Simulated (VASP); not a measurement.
Here is a VASP 6.6.1 calculation.

POSCAR

```
AlGa3N4
1.0
    5.2160039816      0.0000000000     -0.0005042361
    0.0000000000      3.2108655208      0.0000000000
   -0.0042559003      0.0000000000      5.4277372595
Al Ga N
1 3 4
Direct
   -0.0002004855      0.5000000000      0.6677362993
    0.4982803858      0.5000000000      0.3343068148
    0.4984616263      0.0000000000      0.8307345684
    0.9988587805      0.0000000000      0.1670056263
    0.1204279615      0.5000000000      0.3384195992
    0.1180423106      0.0000000000      0.8237078087
    0.6210578433      0.0000000000      0.1685869671
    0.6326715874      0.5000000000      0.6695033165
```

File INCAR.step1:

```
PREC = Accurate
ENCUT = 520
ISMEAR = 0
SIGMA = 0.02
LREAL = F
LASPH = T
NELM = 80
NBANDS = 41
GGA = PE
ALGO = Normal
EDIFF = 1E-4
LWAVE = T
LCHARG = F
```

INCAR.step2

```
PREC = Accurate
ENCUT = 520
EDIFF = 1E-6
ISMEAR = 0
SIGMA = 0.02
LREAL = F
LASPH = T
NELM = 80
ALGO = Normal
ISIF = 2
LWAVE = F
LCHARG = T
METAGGA = R2SCAN
LMIXTAU = T
LELF = T
LVHAR = T
NBANDS = 41
ISTART = 1
```

File KPOINTS:

```
Automatic mesh
0
Gamma
  6 8 4
```

Potentials or basis: VASP PAW PBE potentials, release 64 (Al, Ga_d, N).

Run with:

```console
$ cat potpaw_PBE.64/Al/POTCAR potpaw_PBE.64/Ga_d/POTCAR potpaw_PBE.64/N/POTCAR > POTCAR
$ cp INCAR.step1 INCAR
$ mpirun -np 1 vasp_std > vasp.out
$ cp INCAR.step2 INCAR
$ mpirun -np 1 vasp_std > vasp.out
```

Problem. Estimate the largest force.

Solution. 0.089 eV/Å.

Problem. What does it give for the band gap on the k mesh?

Solution. 2.65 eV.

Problem. Estimate the pressure.

Solution. -3.3 GPa.

Stress tensor (GPa, compression positive):
```
-5.76  0.00  0.01
 0.00 -4.87  0.00
 0.01  0.00  0.74
```

Caveat: the cell differs from its parent crystal (biaxial strain in the a-b plane: +1.5 %, then relaxed in part); the stress differs along the axes, from -6 to 1 GPa; the PAW data sets were made with another functional, which shifts forces and pressure a little.
